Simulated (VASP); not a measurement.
Input of a VASP 6.6.1 run:

POSCAR

```
ZnSe
1.0
    0.0000000000      2.8525674344      2.8525674344
    2.8525674344      0.0000000000      2.8525674344
    2.8525674344      2.8525674344      0.0000000000
Se Zn
1 1
Direct
    0.7500000000      0.7500000000      0.7500000000
    0.0000000000      0.0000000000      0.0000000000
```

File INCAR.step1:

```
SYSTEM = ZnSe
  PREC = Accurate
  ENCUT = 520
  ISMEAR = -1
  SIGMA = 0.05
  LREAL = .FALSE.
  LASPH = .TRUE.
  NELM = 60
  NBANDS = 16
  GGA = PE
  ALGO = Normal
  EDIFF = 1E-4
  LWAVE = .TRUE.
  LCHARG = .FALSE.
```

Contents of INCAR.step2:

```
SYSTEM = ZnSe
  PREC = Accurate
  ENCUT = 520
  EDIFF = 1E-7
  ISMEAR = -1
  SIGMA = 0.05
  LREAL = .FALSE.
  LASPH = .TRUE.
  NELM = 60
  ALGO = Normal
  ISIF = 2
  LWAVE = .FALSE.
  LCHARG = .FALSE.
  METAGGA = R2SCAN
  LMIXTAU = .TRUE.
  NBANDS = 16
  ISTART = 1
```

Contents of KPOINTS:

```
Automatic mesh
0
G
  8 8 8
  0 0 0
```

Potentials or basis: VASP PAW PBE potentials, release 64 (Se, Zn).

Launch:

```sh
$ cat potpaw_PBE.64/Se/POTCAR potpaw_PBE.64/Zn/POTCAR > POTCAR
$ cp INCAR.step1 INCAR
$ mpirun -np 1 vasp_std > vasp.out
$ cp INCAR.step2 INCAR
$ mpirun -np 1 vasp_std > vasp.out
```

**Question.** Predict the band gap on the k mesh.

**Answer.** 1.78 eV.

**Question.** What does it give for the pressure?

**Answer.** -1.2 GPa.

Caveat: the PAW data sets were made with another functional, which shifts forces and pressure a little. r2SCAN opens gaps a little over a GGA but as a rule still falls short of measured ones.
